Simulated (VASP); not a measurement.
Write the native input for VASP 6.6.1 that does the following.

- Task: relaxation of cell and atoms
- Functional: PBE
- Potentials or basis: VASP PAW PBE potentials, release 64 (Te, Ru_pv, Rh_pv)
- Cutoff: 600 eV
- k mesh: 4 × 4 × 4
- Occupations: gaussian, width 0.1 eV
- Spin: no spin polarisation
- Dipole correction: no
- Further INCAR settings: ALGO = Fast; EDIFF = 1e-06; IBRION = 2; EDIFFG = -0.04; NSW = 90; ISIF = 3

The structure of TeRu4Rh lies in POSCAR:

```
TeRu4Rh
1.0
    0.0000000000      3.5852616947      3.5852616947
    3.5852616947      0.0000000000      3.5852616947
    3.5852616947      3.5852616947      0.0000000000
Te Ru Rh
1 4 1
Direct
    0.7500000000      0.7500000000      0.7500000000
    0.3750000000      0.8750000000      0.3750000000
    0.3750000000      0.3750000000      0.8750000000
    0.3750000000      0.3750000000      0.3750000000
    0.8750000000      0.3750000000      0.3750000000
    0.0000000000      0.0000000000      0.0000000000
```

The input as run:

INCAR

```
ALGO = Fast
EDIFF = 1E-6
EDIFFG = -0.04
ENCUT = 600
GGA = PE
IBRION = 2
ISIF = 3
ISMEAR = 0
LASPH = True
LCHARG = False
LREAL = False
LWAVE = False
NELM = 60
NSW = 90
PREC = Accurate
SIGMA = 0.1
```

KPOINTS

```
k-points
0
Gamma
  4 4 4
```

Potentials or basis: VASP PAW PBE potentials, release 64 (Te, Ru_pv, Rh_pv).

Run with:

```sh
$ cat potpaw_PBE.64/Te/POTCAR potpaw_PBE.64/Ru_pv/POTCAR potpaw_PBE.64/Rh_pv/POTCAR > POTCAR
$ mpirun -np 1 vasp_std > vasp.out
```

It gave:

```json
{
  "Relaxed volume": "16.09 Å³/atom",
  "Relaxed cell": "a = 5.149 Å, b = 5.149 Å, c = 5.149 Å, α = 60.00°, β = 60.00°, γ = 60.00°",
  "Space group after relaxing (to 0.1 Å)": "F-43m (No. 216)",
  "Energy gained by relaxing": "24.2 meV/atom",
  "Ionic steps": "6",
  "Pressure after relaxing": "0.1 GPa",
  "Band gap on the k mesh": "zero (an odd number of electrons rules out a gap without spin polarisation)"
}
```

Caveat: the k points lie up to 0.37 Å⁻¹ apart in the final cell, too coarse for converged energies and pressures of a metal; spin-orbit coupling is left out, which moves the levels of the heavy elements.

Wall time 7.4 min on 1 thread of Oxide Virtual Turin-like Processor (shared host), peak memory 0.26 GiB.
